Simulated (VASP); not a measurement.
Here is a VASP 6.6.1 calculation.

INCAR

```
SYSTEM = SnO2
PREC = Accurate ; ENCUT = 520
EDIFF = 1E-6 ; ISMEAR = 0
SIGMA = 0.1 ; LREAL = .False.
LASPH = .True. ; NELM = 60
ALGO = Normal ; ISIF = 2
LWAVE = .False. ; LCHARG = .False.
NBANDS = 64
```

KPOINTS

```
Automatic mesh
0
Gamma
  4 4 4
  0 0 0
```

File POSCAR:

```
SnO2
1.0
   -3.1888177537      3.3401552584      3.3401669595
    3.1888177537     -3.3401552584      3.3401669595
    3.1888177537      3.3401552584     -3.3401669595
Sn O
4 8
Direct
    0.9999017040      0.2499017040      0.7500000000
    0.0000982960      0.7500982960      0.2500000000
    0.5000000000      0.5000000000      0.5000000000
    0.5000000000      0.0000000000      0.0000000000
    0.1939186302      0.1939840959      0.5000654657
    0.6940269385      0.7501080391      0.9439188994
    0.1939186302      0.6938531645      0.9999345343
    0.3061891396      0.7501080391      0.5560811006
    0.6938108604      0.2498919609      0.4439188994
    0.3059730615      0.2498919609      0.0560811006
    0.8060813698      0.3061468355      0.0000654657
    0.8060813698      0.8060159041      0.4999345343
```

Potentials or basis: VASP PAW LDA potentials, release 64 (Sn_d, O).

Launch:

```sh
$ cat potpaw_LDA.64/Sn_d/POTCAR potpaw_LDA.64/O/POTCAR > POTCAR
$ mpirun -np 1 vasp_std > vasp.out
```

Predict the band gap on the k mesh.

1.20 eV.

Estimate the largest force.

0.026 eV/Å.

Stress tensor (GPa, compression positive):
```
1.49 0.00 0.00
0.00 0.86 0.00
0.00 0.00 0.86
```

Caveat: spin-orbit coupling is left out, which moves the levels of the heavy elements. A hybrid or GW would open this gap; LDA tends to underestimate it.
